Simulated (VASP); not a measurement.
# BaTiO3 (Pm-3m) in VASP: notebook

Runs on BaTiO3. Level: PBE+U. Tasks: single point.

All numbers are computed with VASP 6.6.1; they aren't measurements. Logs are shortened: lines on timing, memory, paths and dates and some standing lists are left out, and cuts for length are marked.

### 1 The cell of the first run

It takes space group Pm-3m (No. 221, cubic). The conventional cell has a = 3.872 Å, b = 3.872 Å, c = 3.872 Å, α = 90.00°, β = 90.00°, γ = 90.00°. Ba (site symmetry m-3m) has 12 O at 2.74 Å and 8 Ti at 3.35 Å within 3.6 Å. Ti (site symmetry m-3m) has 6 O at 1.94 Å within 2.6 Å. O (site symmetry 4/mmm) has 2 Ti at 1.94 Å within 2.6 Å.

### 2 Single point, PBE+U

INCAR

```
SYSTEM = BaTiO3
PREC = Accurate ; ENCUT = 520
EDIFF = 1E-6 ; ISMEAR = 0
SIGMA = 0.02 ; LREAL = .False.
LASPH = .True. ; NELM = 150
ALGO = Normal ; ISIF = 2
LWAVE = .False. ; LCHARG = .False.
LMAXMIX = 4 ; LDAU = .True.
LDAUTYPE = 2 ; LDAUL = -1 2 -1
LDAUU = 0 4 0 ; LDAUJ = 0 0 0
LDAUPRINT = 1 ; GGA = PE
NBANDS = 28
```

KPOINTS

```
Automatic mesh
0
Gamma
  8 8 8
  0 0 0
```

POSCAR

```
BaTiO3
1.0
    3.8722250013      0.0000000000      0.0000000000
    0.0000000000      3.8722250013      0.0000000000
    0.0000000000      0.0000000000      3.8722250013
Ba Ti O
1 1 3
Direct
    0.5000000000      0.5000000000      0.5719993980
    0.0000000000      0.0000000000      0.0719993980
    0.0000000000      0.5000000000      0.0719993980
    0.5000000000      0.0000000000      0.0719993980
    0.0000000000      0.0000000000      0.5719993980
```

Potentials or basis: VASP PAW PBE potentials, release 64 (Ba_sv, Ti_sv, O).

On the command line:

```
> cat potpaw_PBE.64/Ba_sv/POTCAR potpaw_PBE.64/Ti_sv/POTCAR potpaw_PBE.64/O/POTCAR > POTCAR
> mpirun -np 1 vasp_std > vasp.out
```

OUTCAR:

```text
SYSTEM = BaTiO3
   PREC = Accurate
   ENCUT = 520
   EDIFF = 1E-6
   ISMEAR = 0
   LREAL = .False.
   LASPH = .True.
   NELM = 150
   ISIF = 2
   GGA = PE

 ion  position               nearest neighbor table
   1  0.500  0.500  0.572-   3 2.74   4 2.74   5 2.74   3 2.74   4 2.74   4 2.74   5 2.74   4 2.74
                             3 2.74   5 2.74   3 2.74   5 2.74   2 3.35   2 3.35   2 3.35   2 3.35
   2  0.000  0.000  0.072-   3 1.94   4 1.94   5 1.94   5 1.94   3 1.94   4 1.94   1 3.35   1 3.35
                             1 3.35   1 3.35   1 3.35   1 3.35   1 3.35   1 3.35
   3  0.000  0.500  0.072-   2 1.94   2 1.94   1 2.74   1 2.74   1 2.74   1 2.74
   4  0.500  0.000  0.072-   2 1.94   2 1.94   1 2.74   1 2.74   1 2.74   1 2.74
   5  0.000  0.000  0.572-   2 1.94   2 1.94   1 2.74   1 2.74   1 2.74   1 2.74

  LATTYP: Found a simple cubic cell.
 ALAT       =     3.8722250013

  Lattice vectors:

 A1 = (   3.8722250013,   0.0000000000,   0.0000000000)
 A2 = (   0.0000000000,   3.8722250013,   0.0000000000)
 A3 = (   0.0000000000,   0.0000000000,   3.8722250013)

Analysis of symmetry for initial positions (statically):
=====================================================================
 Subroutine PRICEL returns:
 Original cell was already a primitive cell.

 Routine SETGRP: Setting up the symmetry group for a
 simple cubic supercell.

 Subroutine GETGRP returns: Found 48 space group operations
 (whereof  8 operations were pure point group operations)
 out of a pool of 48 trial point group operations.

The static configuration has the point symmetry C_4v.
 The point group associated with its full space group is O_h .

Analysis of symmetry for dynamics (positions and initial velocities):
=====================================================================
 Subroutine PRICEL returns:
 Original cell was already a primitive cell.

 Routine SETGRP: Setting up the symmetry group for a
 simple cubic supercell.

 Subroutine GETGRP returns: Found 48 space group operations
 (whereof  8 operations were pure point group operations)
 out of a pool of 48 trial point group operations.

The dynamic configuration has the point symmetry C_4v.
 The point group associated with its full space group is O_h .

 Subroutine INISYM returns: Found 48 space group operations
 (whereof  8 operations are pure point group operations),
 and found     1 'primitive' translations

----------------------------------------------------------------------------------------

                                     Primitive cell

  volume of cell :      58.0606

  direct lattice vectors                    reciprocal lattice vectors
     3.872225001  0.000000000  0.000000000     0.258249456  0.000000000  0.000000000
     0.000000000  3.872225001  0.000000000     0.000000000  0.258249456  0.000000000
     0.000000000  0.000000000  3.872225001     0.000000000  0.000000000  0.258249456

  length of vectors
     3.872225001  3.872225001  3.872225001     0.258249456  0.258249456  0.258249456

  position of ions in fractional coordinates (direct lattice)
     0.500000000  0.500000000  0.571999398
     0.000000000  0.000000000  0.071999398
     0.000000000  0.500000000  0.071999398
     0.500000000  0.000000000  0.071999398
     0.000000000  0.000000000  0.571999398

  ion indices of the primitive-cell ions
   primitive index   ion index
                 1           1
                 2           2
                 3           3
                 4           4
                 5           5

----------------------------------------------------------------------------------------

 KPOINTS: Automatic mesh

Automatic generation of k-mesh.
 Grid dimensions read from file:
 generate k-points for:    8    8    8

 Generating k-lattice:

[... 55 lines left out ...]
   ISPIN  =      1    spin polarized calculation?
   LNONCOLLINEAR =      F non collinear calculations
   LSORBIT =      F    spin-orbit coupling
   LASPH  =      T    aspherical Exc in radial PAW
   ENCUT  =  520.0 eV  38.22 Ry    6.18 a.u.   7.20  7.20  7.20*2*pi/ulx,y,z
   NELM   =    150;   NELMIN=  2; NELMDL= -5     # of ELM steps
   EDIFF  = 0.1E-05   stopping-criterion for ELM
   LREAL  =      F    real-space projection
   EDIFFG = 0.1E-04   stopping-criterion for IOM
   NSW    =      0    number of steps for IOM
   IBRION =     -1    ionic relax: 0-MD 1-quasi-New 2-CG
   NFREE  =      0    steps in history (QN), initial steepest desc. (CG)
   ISIF   =      2    stress and relaxation
   ISYM   =      2    0-nonsym 1-usesym 2-fastsym
   POTIM  = 0.5000    time-step for ionic-motion
   TEBEG  =    0.0;   TEEND  =   0.0 temperature during run
   PSTRESS=    0.0 pullay stress
   NELECT =      40.0000    total number of electrons
   NUPDOWN=      -1.0000    fix difference up-down
   EMIN   =  10.00;   EMAX   =-10.00  energy-range for DOS
   EFERMI =   0.00;   METHOD = LEGACY
   ISMEAR =     0;   SIGMA  =   0.02  broadening in eV -4-tet -1-fermi 0-gaus
   EFERMI_NEDOS =   21; number of points for ismear=-14 and -15
   IALGO  =     38    algorithm
   IMIX   =      4    mixing-type and parameters
     AMIX     =   0.40;   BMIX     =  1.00
     AMIX_MAG =   1.60;   BMIX_MAG =  1.00
  volume/ion in A,a.u.               =      11.61        78.36
  Fermi-wavevector in a.u.,A,eV,Ry     =   1.445887  2.732330 28.444179  2.090588
  Thomas-Fermi vector in A             =   2.564018
   LORBIT       =      0    0 simple, 1 ext, 2 COOP (PROOUT), +10 PAW based schemes
 LDA+U is selected, type is set to LDAUTYPE =  2
   angular momentum for each species LDAUL =    -1    2   -1
   U (eV)           for each species LDAUU =   0.0  4.0  0.0
   J (eV)           for each species LDAUJ =   0.0  0.0  0.0
   GGA     = PE    functional components
   LHFCALC =     F    Hartree Fock is set to
   AEXX    =    0.0000 exact exchange contribution
   IVDW    =     0    specifies the selected vdW correction
   LEPSILON=     F    determine dielectric tensor
   LRPA    =     F    only Hartree local field effects (RPA)
 non-spin polarized calculation
 Gauss-broadening in eV      SIGMA  =   0.02
  energy-cutoff  :      520.00
  volume of cell :       58.06
 maximum number of plane-waves:      1596
 NGX is ok and might be reduce to    30
   NGX = 15   NGY = 15   NGZ = 15

atom =   2  type =  2  l = 2

 onsite density matrix

spin component  1

  0.1093  0.0000  0.0000 -0.0000 -0.0000
  0.0000  0.1093  0.0000  0.0000 -0.0000
  0.0000  0.0000  0.2605  0.0000  0.0000
 -0.0000  0.0000  0.0000  0.1093  0.0000
 -0.0000 -0.0000  0.0000  0.0000  0.2605

spin component  2

  0.1093  0.0000  0.0000 -0.0000 -0.0000
  0.0000  0.1093  0.0000  0.0000 -0.0000
  0.0000  0.0000  0.2605  0.0000  0.0000
 -0.0000  0.0000  0.0000  0.1093  0.0000
 -0.0000 -0.0000  0.0000  0.0000  0.2605

 occupancies and eigenvectors

  o =  0.1093  v =  1.0000  0.0000  0.0000  0.0000  0.0000  0.0000  0.0000  0.0000  0.0000  0.0000      0.0000  0.0000  0.0000  0.0000  0.0000  0.0000  0.0000  0.0000  0.0000  0.0000
  o =  0.1093  v =  0.0000  0.0000  0.0000  0.0000  0.0000  1.0000  0.0000  0.0000  0.0000  0.0000      0.0000  0.0000  0.0000  0.0000  0.0000  0.0000  0.0000  0.0000  0.0000  0.0000
  o =  0.1093  v =  0.0000  0.9408  0.0000  0.3388  0.0000  0.0000  0.0000  0.0000  0.0000  0.0000      0.0000  0.0000  0.0000  0.0000  0.0000  0.0000  0.0000  0.0000  0.0000  0.0000
  o =  0.1093  v =  0.0000  0.0000  0.0000  0.0000  0.0000  0.0000  0.9408  0.0000  0.3388  0.0000      0.0000  0.0000  0.0000  0.0000  0.0000  0.0000  0.0000  0.0000  0.0000  0.0000
  o =  0.1093  v =  0.0000  0.0000  0.0000  0.0000  0.0000  0.0000  0.3388 -0.0000 -0.9408  0.0000      0.0000  0.0000  0.0000  0.0000  0.0000  0.0000  0.0000  0.0000  0.0000  0.0000
  o =  0.1093  v =  0.0000  0.3388 -0.0000 -0.9408  0.0000  0.0000  0.0000  0.0000  0.0000  0.0000      0.0000  0.0000  0.0000  0.0000  0.0000  0.0000  0.0000  0.0000  0.0000  0.0000
  o =  0.2605  v =  0.0000  0.0000  0.0000  0.0000  0.0000  0.0000  0.0000  0.1339 -0.0000 -0.9910      0.0000  0.0000  0.0000  0.0000  0.0000  0.0000  0.0000  0.0000  0.0000  0.0000
  o =  0.2605  v =  0.0000  0.0000  0.1339 -0.0000 -0.9910  0.0000  0.0000  0.0000  0.0000  0.0000      0.0000  0.0000  0.0000  0.0000  0.0000  0.0000  0.0000  0.0000  0.0000  0.0000
  o =  0.2605  v =  0.0000  0.0000  0.0000  0.0000  0.0000  0.0000  0.0000 -0.9910  0.0000 -0.1339      0.0000  0.0000  0.0000  0.0000  0.0000  0.0000  0.0000  0.0000  0.0000  0.0000
  o =  0.2605  v =  0.0000  0.0000 -0.9910  0.0000 -0.1339  0.0000  0.0000  0.0000  0.0000  0.0000      0.0000  0.0000  0.0000  0.0000  0.0000  0.0000  0.0000  0.0000  0.0000  0.0000

 number of electron      40.0000016 magnetization

 Free energy of the ion-electron system (eV)
  ---------------------------------------------------
  ext. energy  EPLUGINS =         0.00000000
  ---------------------------------------------------
  free energy    TOTEN  =       -36.61460914 eV

  energy without entropy =      -36.61460914  energy(sigma->0) =      -36.61460914

 E-fermi :   4.9592     XC(G=0): -11.7973

 val. band max:        4.7743734871   @ k =   0.5000   0.5000   0.5000
 cond. band min:       7.2158086663   @ k =   0.0000   0.0000   0.0000
 fundamental gap:      2.4414351793
 Fermi energy:         4.9592099220

 k-point     1 :       0.0000    0.0000    0.0000
  band No.  band energies     occupation
      1     -52.4526      2.00000
      2     -28.6768      2.00000
      3     -28.6768      2.00000
      4     -28.6768      2.00000
      5     -19.8604      2.00000
      6     -12.3857      2.00000
[... 733 lines left out ...]
     27      13.5260      0.00000
     28      14.4617      0.00000

 [... further k-points ...]

------------------------ aborting loop because EDIFF is reached ----------------------------------------

  FORCE on cell =-STRESS in cart. coord.  units (eV):
  Direction    XX          YY          ZZ          XY          YZ          ZX
  --------------------------------------------------------------------------------------
  -------------------------------------------------------------------------------------
  Total       10.9952809     10.9952809     10.9952809      0.0000000     -0.0000000      0.0000000
  in kB      303.4136808    303.4136808    303.4136808      0.0000000     -0.0000000      0.0000000
  external PRESSURE =     303.4136808 kB  Pullay stress =       0.0000000 kB

 VOLUME and BASIS-vectors are now :
 -----------------------------------------------------------------------------
  energy-cutoff  :      520.00
  volume of cell :       58.06
      direct lattice vectors                 reciprocal lattice vectors
     3.872225001  0.000000000  0.000000000     0.258249456  0.000000000  0.000000000
     0.000000000  3.872225001  0.000000000     0.000000000  0.258249456  0.000000000
     0.000000000  0.000000000  3.872225001     0.000000000  0.000000000  0.258249456

 POSITION                                       TOTAL-FORCE (eV/Angst)
 -----------------------------------------------------------------------------------
      1.93611      1.93611      2.21491         0.000000      0.000000      0.000000
      0.00000      0.00000      0.27880         0.000000      0.000000      0.000000
      0.00000      1.93611      0.27880         0.000000     -0.000000      0.000000
      1.93611      0.00000      0.27880         0.000000     -0.000000     -0.000000
      0.00000      0.00000      2.21491         0.000000     -0.000000      0.000000
 -----------------------------------------------------------------------------------
    total drift:                                0.000000      0.000000      0.000127

  FREE ENERGIE OF THE ION-ELECTRON SYSTEM (eV)
  ---------------------------------------------------
  free  energy   TOTEN  =       -36.6146091394 eV

  energy  without entropy=      -36.6146091394  energy(sigma->0) =      -36.61460914
```

Wall time 42 s (1 thread of Intel Xeon Platinum 8488C (Sapphire Rapids), shared host); peak memory 0.2 GiB.

Results:

```yaml
Free_energy: -36.6146 eV
Pressure: 30.3 GPa
Band_gap_on_the_k_mesh: 2.44 eV, indirect (least direct gap 2.52 eV)
```

Levels at points of the mesh, in eV from the valence-band top:
```tsv
k point	band 18	band 19	band 20	band 21	band 22	band 23
(0.00, 0.00, 0.00)	-0.08	-0.08	-0.08	2.44	2.44	2.44
(0.50, 0.00, 0.00)	-1.84	-0.78	-0.78	2.69	4.48	4.48
(0.50, 0.50, 0.00)	-0.81	-0.81	-0.11	4.50	4.50	4.96
(0.50, 0.50, 0.50)	0.00	0.00	0.00	5.29	5.29	5.29
```

Eigenvalues of the final occupation matrices:
| site | spin | trace | eigenvalues |
| --- | --- | --- | --- |
| site 2 d | 1 | 0.85 | 0.11 0.11 0.11 0.26 0.26 |
| site 2 d | 2 | 0.85 | 0.11 0.11 0.11 0.26 0.26 |

Caveat: spin-orbit coupling is left out, which moves the levels of the heavy elements. A k mesh can miss the band edges.

### 3 Single point, PBE+U

INCAR

```
PREC = Accurate
ENCUT = 520
EDIFF = 1E-6
ISMEAR = 0
SIGMA = 0.02
LREAL = F
LASPH = T
NELM = 150
ALGO = Normal
ISIF = 2
LWAVE = F
LCHARG = T
LMAXMIX = 4
LDAU = T
LDAUTYPE = 2
LDAUL = -1 2 -1
LDAUU = 0 4 0
LDAUJ = 0 0 0
LDAUPRINT = 1
GGA = PE
LELF = T
LVHAR = T
NBANDS = 28
```

KPOINTS

```
Automatic mesh
0
Gamma
  8 8 8
```

POSCAR is that of step 2.

Potentials or basis: VASP PAW PBE potentials, release 64 (Ba_sv, Ti_sv, O).

On the command line:

```
> cat potpaw_PBE.64/Ba_sv/POTCAR potpaw_PBE.64/Ti_sv/POTCAR potpaw_PBE.64/O/POTCAR > POTCAR
> mpirun -np 1 vasp_std > vasp.out
```

OUTCAR:

```text
PREC = Accurate
   ENCUT = 520
   EDIFF = 1E-6
   ISMEAR = 0
   LREAL = F
   LASPH = T
   NELM = 150
   ISIF = 2
   GGA = PE

 ion  position               nearest neighbor table
   1  0.500  0.500  0.572-   3 2.74   4 2.74   5 2.74   3 2.74   4 2.74   4 2.74   5 2.74   4 2.74
                             3 2.74   5 2.74   3 2.74   5 2.74   2 3.35   2 3.35   2 3.35   2 3.35
   2  0.000  0.000  0.072-   3 1.94   4 1.94   5 1.94   5 1.94   3 1.94   4 1.94   1 3.35   1 3.35
                             1 3.35   1 3.35   1 3.35   1 3.35   1 3.35   1 3.35
   3  0.000  0.500  0.072-   2 1.94   2 1.94   1 2.74   1 2.74   1 2.74   1 2.74
   4  0.500  0.000  0.072-   2 1.94   2 1.94   1 2.74   1 2.74   1 2.74   1 2.74
   5  0.000  0.000  0.572-   2 1.94   2 1.94   1 2.74   1 2.74   1 2.74   1 2.74

  LATTYP: Found a simple cubic cell.
 ALAT       =     3.8722250013

  Lattice vectors:

 A1 = (   3.8722250013,   0.0000000000,   0.0000000000)
 A2 = (   0.0000000000,   3.8722250013,   0.0000000000)
 A3 = (   0.0000000000,   0.0000000000,   3.8722250013)

Analysis of symmetry for initial positions (statically):
=====================================================================
 Subroutine PRICEL returns:
 Original cell was already a primitive cell.

 Routine SETGRP: Setting up the symmetry group for a
 simple cubic supercell.

 Subroutine GETGRP returns: Found 48 space group operations
 (whereof  8 operations were pure point group operations)
 out of a pool of 48 trial point group operations.

The static configuration has the point symmetry C_4v.
 The point group associated with its full space group is O_h .

Analysis of symmetry for dynamics (positions and initial velocities):
=====================================================================
 Subroutine PRICEL returns:
[... 186 lines left out ...]
  o =  0.1093  v =  0.0000  0.3388 -0.0000 -0.9408  0.0000  0.0000  0.0000  0.0000  0.0000  0.0000      0.0000  0.0000  0.0000  0.0000  0.0000  0.0000  0.0000  0.0000  0.0000  0.0000
  o =  0.2605  v =  0.0000  0.0000  0.0000  0.0000  0.0000  0.0000  0.0000  0.1339 -0.0000 -0.9910      0.0000  0.0000  0.0000  0.0000  0.0000  0.0000  0.0000  0.0000  0.0000  0.0000
  o =  0.2605  v =  0.0000  0.0000  0.1339 -0.0000 -0.9910  0.0000  0.0000  0.0000  0.0000  0.0000      0.0000  0.0000  0.0000  0.0000  0.0000  0.0000  0.0000  0.0000  0.0000  0.0000
  o =  0.2605  v =  0.0000  0.0000  0.0000  0.0000  0.0000  0.0000  0.0000 -0.9910  0.0000 -0.1339      0.0000  0.0000  0.0000  0.0000  0.0000  0.0000  0.0000  0.0000  0.0000  0.0000
  o =  0.2605  v =  0.0000  0.0000 -0.9910  0.0000 -0.1339  0.0000  0.0000  0.0000  0.0000  0.0000      0.0000  0.0000  0.0000  0.0000  0.0000  0.0000  0.0000  0.0000  0.0000  0.0000

 number of electron      40.0000016 magnetization

 Free energy of the ion-electron system (eV)
  ---------------------------------------------------
  ext. energy  EPLUGINS =         0.00000000
  ---------------------------------------------------
  free energy    TOTEN  =       -36.61460914 eV

  energy without entropy =      -36.61460914  energy(sigma->0) =      -36.61460914

 E-fermi :   4.9592     XC(G=0): -11.7973

 val. band max:        4.7743734871   @ k =   0.5000   0.5000   0.5000
 cond. band min:       7.2158086663   @ k =   0.0000   0.0000   0.0000
 fundamental gap:      2.4414351793
 Fermi energy:         4.9592099220

 k-point     1 :       0.0000    0.0000    0.0000
  band No.  band energies     occupation
      1     -52.4526      2.00000
      2     -28.6768      2.00000
      3     -28.6768      2.00000
      4     -28.6768      2.00000
      5     -19.8604      2.00000
      6     -12.3857      2.00000
[... 733 lines left out ...]
     27      13.5260      0.00000
     28      14.4617      0.00000

 [... further k-points ...]

------------------------ aborting loop because EDIFF is reached ----------------------------------------

  FORCE on cell =-STRESS in cart. coord.  units (eV):
  Direction    XX          YY          ZZ          XY          YZ          ZX
  --------------------------------------------------------------------------------------
  -------------------------------------------------------------------------------------
  Total       10.9952809     10.9952809     10.9952809      0.0000000     -0.0000000      0.0000000
  in kB      303.4136808    303.4136808    303.4136808      0.0000000     -0.0000000      0.0000000
  external PRESSURE =     303.4136808 kB  Pullay stress =       0.0000000 kB

 VOLUME and BASIS-vectors are now :
 -----------------------------------------------------------------------------
  energy-cutoff  :      520.00
  volume of cell :       58.06
      direct lattice vectors                 reciprocal lattice vectors
     3.872225001  0.000000000  0.000000000     0.258249456  0.000000000  0.000000000
     0.000000000  3.872225001  0.000000000     0.000000000  0.258249456  0.000000000
     0.000000000  0.000000000  3.872225001     0.000000000  0.000000000  0.258249456

 POSITION                                       TOTAL-FORCE (eV/Angst)
 -----------------------------------------------------------------------------------
      1.93611      1.93611      2.21491         0.000000      0.000000      0.000000
      0.00000      0.00000      0.27880         0.000000      0.000000      0.000000
      0.00000      1.93611      0.27880         0.000000     -0.000000      0.000000
      1.93611      0.00000      0.27880         0.000000     -0.000000     -0.000000
      0.00000      0.00000      2.21491         0.000000     -0.000000      0.000000
 -----------------------------------------------------------------------------------
    total drift:                                0.000000      0.000000      0.000127

  FREE ENERGIE OF THE ION-ELECTRON SYSTEM (eV)
  ---------------------------------------------------
  free  energy   TOTEN  =       -36.6146091394 eV

  energy  without entropy=      -36.6146091394  energy(sigma->0) =      -36.61460914
```

Run time: 46 s. Hardware: 1 thread of Intel Xeon Platinum 8488C (Sapphire Rapids), shared host; peak memory 0.2 GiB.

Results:

| Quantity | Value |
| --- | --- |
| Free energy | -36.6146 eV |
| Pressure | 30.3 GPa |
| Band gap on the k mesh | 2.44 eV, indirect (least direct gap 2.52 eV) |

Levels at points of the mesh, in eV from the valence-band top:
```
           k point  band 16  band 17  band 18  band 19  band 20  band 21  band 22  band 23  band 24  band 25
(0.00, 0.00, 0.00)    -1.28    -1.28    -0.08    -0.08    -0.08     2.44     2.44     2.44     4.61     4.61
(0.50, 0.00, 0.00)    -2.09    -1.84    -1.84    -0.78    -0.78     2.69     4.48     4.48     4.65     6.87
(0.50, 0.50, 0.00)    -2.98    -1.82    -0.81    -0.81    -0.11     4.50     4.50     4.96     5.60     8.39
(0.50, 0.50, 0.50)    -2.21    -2.21     0.00     0.00     0.00     5.29     5.29     5.29     7.12     7.12
```

Eigenvalues of the final occupation matrices:
```
    site  spin  trace               eigenvalues
site 2 d     1   0.85  0.11 0.11 0.11 0.26 0.26
site 2 d     2   0.85  0.11 0.11 0.11 0.26 0.26
```

Caveat: spin-orbit coupling is left out, which moves the levels of the heavy elements.
